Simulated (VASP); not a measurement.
A run of VASP 6.6.1:

The input POSCAR:

```
P
1.0
    1.6800600174     -5.5722225395      0.0000000000
    1.6800600174      5.5722225395      0.0000000000
    0.0000000000      0.0000000000      4.6327491080
P
4
Direct
    0.9041431300      0.0958568700      0.5888151700
    0.0958568700      0.9041431300      0.4111848300
    0.5958568700      0.4041431300      0.0888151700
    0.4041431300      0.5958568700      0.9111848300
```

INCAR.step1

```
SYSTEM = P
PREC = Accurate
ENCUT = 520
ISMEAR = -1
SIGMA = 0.05
LREAL = .False.
LASPH = .True.
NELM = 100
NBANDS = 18
GGA = PE
ALGO = Normal
EDIFF = 1E-4
LWAVE = .True.
LCHARG = .False.
```

The input INCAR.step2:

```
SYSTEM = P
PREC = Accurate
ENCUT = 520
EDIFF = 1E-7
ISMEAR = -1
SIGMA = 0.05
LREAL = .False.
LASPH = .True.
NELM = 100
ALGO = Normal
ISIF = 2
LWAVE = .False.
LCHARG = .False.
METAGGA = R2SCAN
LMIXTAU = .True.
LUSE_VDW = .True.
IVDW_NL = 2
BPARAM = 11.95
CPARAM = 0.0093
NBANDS = 18
ISTART = 1
```

The input KPOINTS:

```
Automatic mesh
0
Gamma
  8 8 6
  0 0 0
```

Potentials or basis: VASP PAW PBE potentials, release 64 (P).

The run is started by

```bash
$ cat potpaw_PBE.64/P/POTCAR > POTCAR
$ cp INCAR.step1 INCAR
$ mpirun -np 1 vasp_std > vasp.out
$ cp INCAR.step2 INCAR
$ mpirun -np 1 vasp_std > vasp.out
```

Hardware: 1 thread of Oxide Virtual Turin-like Processor, with other jobs on the host.

Task: Estimate the wall time of this run.

Result: Wall time 28 min on 1 thread of Oxide Virtual Turin-like Processor, on a shared host, peak memory 0.6 GiB. Counts: k points 84.
